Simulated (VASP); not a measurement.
Wanted: the native input for a VASP 6.6.1 run.

* Task: single point
* Functional: PBEsol
* Potentials or basis: VASP PAW PBE potentials, release 64 (Cl, Na_pv)
* Cutoff: 500 eV
* k mesh: 7 × 7 × 7
* Occupations: fermi-dirac, width 0.05 eV
* Spin: no spin polarisation
* Dipole correction: no
* Further INCAR settings: ALGO = Normal; EDIFF = 1e-06; NBANDS = 14

The structure of NaCl lies in POSCAR:

```
NaCl
1.0
    0.0000000000      2.7940632177      2.6823006890
    2.7940632177      0.0000000000      2.6823006890
    2.7940632177      2.7940632177      0.0000000000
Cl Na
1 1
Direct
    0.5000000000      0.5000000000      0.5000000000
    0.0000000000      0.0000000000      0.0000000000
```

These files were run (other wordings do the same):

INCAR

```
SYSTEM = NaCl
PREC     = Accurate       ! precision mode
ENCUT    = 500            ! plane-wave cutoff, eV
EDIFF    = 1E-6           ! SCF threshold, eV
ISMEAR   = -1             ! smearing method
SIGMA    = 0.05           ! smearing width, eV
LREAL    = .False.        ! projectors in reciprocal space
LASPH    = .True.         ! aspherical terms in the spheres
NELM     = 120            ! most SCF steps
ALGO     = Normal         ! electronic algorithm
ISIF     = 2              ! what is computed and relaxed
LWAVE    = .False.        ! write WAVECAR
LCHARG   = .True.         ! write CHGCAR
GGA      = PS             ! functional
LELF     = .True.         ! ELF
LVHAR    = .True.       
NBANDS   = 14             ! bands
GGA_COMPAT= .False.
```

KPOINTS

```
Automatic mesh
0
Gamma
  7 7 7
  0 0 0
```

Potentials or basis: VASP PAW PBE potentials, release 64 (Cl, Na_pv).

The run is started by

```bash
$ cat potpaw_PBE.64/Cl/POTCAR potpaw_PBE.64/Na_pv/POTCAR > POTCAR
$ mpirun -np 1 vasp_std > vasp.out
```

Results of the run:

The pressure is 1.5 GPa and the band gap on the k mesh is 5.18 eV.

Caveat: the PAW data sets were made with another functional, which shifts forces and pressure a little.

Wall time 26 s on 1 thread of Intel Xeon 8259CL (shared host), peak memory 0.16 GiB.
